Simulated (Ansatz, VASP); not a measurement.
One calculation of Sb, two programs

File INCAR:

```
SYSTEM = Sb
  PREC = Accurate
  ENCUT = 520
  EDIFF = 1E-8
  ISMEAR = -1
  SIGMA = 0.05
  LREAL = .FALSE.
  LASPH = .TRUE.
  NELM = 60
  ALGO = Normal
  ISIF = 2
  LWAVE = .FALSE.
  LCHARG = .FALSE.
  GGA = PS
  LEFG = .TRUE.
  NBANDS = 8
```

KPOINTS

```
Automatic mesh
0
G
  19 19 19
  0 0 0
```

POSCAR

```
Sb
1.0
   -1.5050000000      1.5050000000      2.4304000000
    1.5050000000     -1.5050000000      2.4304000000
    1.5050000000      1.5050000000     -2.4304000000
Sb
1
Direct
    0.0000000000      0.0000000000      0.0000000000
```

Input for Ansatz:

```yaml
crystal:
  lattice:
    - [-1.505, 1.505, 2.4304]
    - [1.505, -1.505, 2.4304]
    - [1.505, 1.505, -2.4304]
  atoms:
    - { symbol: Sb, position: [0.0, 0.0, 0.0] }
kpoints:
  mp_grid: { grid: [19, 19, 19] }
scf:
  occupations: { method: fermi_dirac, width: 0.05 }
hamiltonian:
  xc: pbesol
  pseudopotentials: { kind: paw }
output:
  forces: true
  stress: true
  eigenvalues: true
  efg: { contact_densities: true }
  write_density: true
  write_potential: true
  elf: true
  volumetric_format: npy
```

Change from the starting cell: zz strain of -2 %, PAW files.

Alike in both runs: task electric field gradients; functional PBEsol; k mesh 19 × 19 × 19; occupations fermi-dirac, width 0.05 eV; no spin polarisation.

|  | VASP | Ansatz |
| --- | --- | --- |
| version | VASP 6.6.1 | Ansatz 0.2.0 |
| potentials or method | VASP PAW PBE potentials, release 64 (Sb) | PAW with Ansatz's default frozen-core files, scalar-relativistic |
| plane-wave cutoff (eV) | 520 | 420 |
| valence electrons in the cell | 5 | 15 |

|  | VASP | Ansatz | Ansatz less VASP |
| --- | --- | --- | --- |
| pressure (GPa) | 17.9 | 17.7 | -0.26 |
| traceless stress, the component that is largest in VASP (GPa) | -0.56 | -0.46 | +0.107 |
| size of Vzz on the site where it differs most (V/Å²) | 30.5 | 30.1 | -0.42 |

VASP's potentials were made for PBE, not for PBEsol. VASP's potentials hold 5 valence electrons a cell and Ansatz's 15, so a difference there can come from the potentials and not from the codes.

Spin-orbit coupling is off throughout.
